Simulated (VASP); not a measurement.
SnO2 (Cassiterite):

```
CELL_PARAMETERS angstrom
4.73800 0.00000 0.00000
0.00000 4.73800 0.00000
0.00000 0.00000 3.18650
ATOMIC_POSITIONS crystal
Sn 0.00000 0.00000 0.00000
Sn 0.50000 0.50000 0.50000
O 0.30710 0.30710 0.00000
O 0.19290 0.80710 0.50000
O 0.69290 0.69290 0.00000
O 0.80710 0.19290 0.50000
```

Base run:

* Program: VASP 6.6.1
* Functional: r2SCAN
* Potentials or basis: VASP PAW PBE potentials, release 64 (Sn_d, O)
* Cutoff: 520 eV
* k mesh: 4 × 4 × 6
* Occupations: gaussian, width 0.01 eV
* Spin: no spin polarisation

Its results: band gap on the k mesh 1.99 eV, direct; pressure 4.5 GPa; largest force 0.277 eV/Å.

Task: The run is repeated on the same cell with these changes: functional from r2SCAN to PBEsol. What comes out?

Result: Band gap on the k mesh 1.18 eV, direct; pressure 5.4 GPa; largest force 0.228 eV/Å.

r2SCAN gives the wider gap, since meta-GGAs in the generalised Kohn-Sham scheme recover part of the derivative discontinuity.

Caveats: the PAW data sets were made with another functional, which shifts forces and pressure a little; spin-orbit coupling is left out, which moves the levels of the heavy elements.

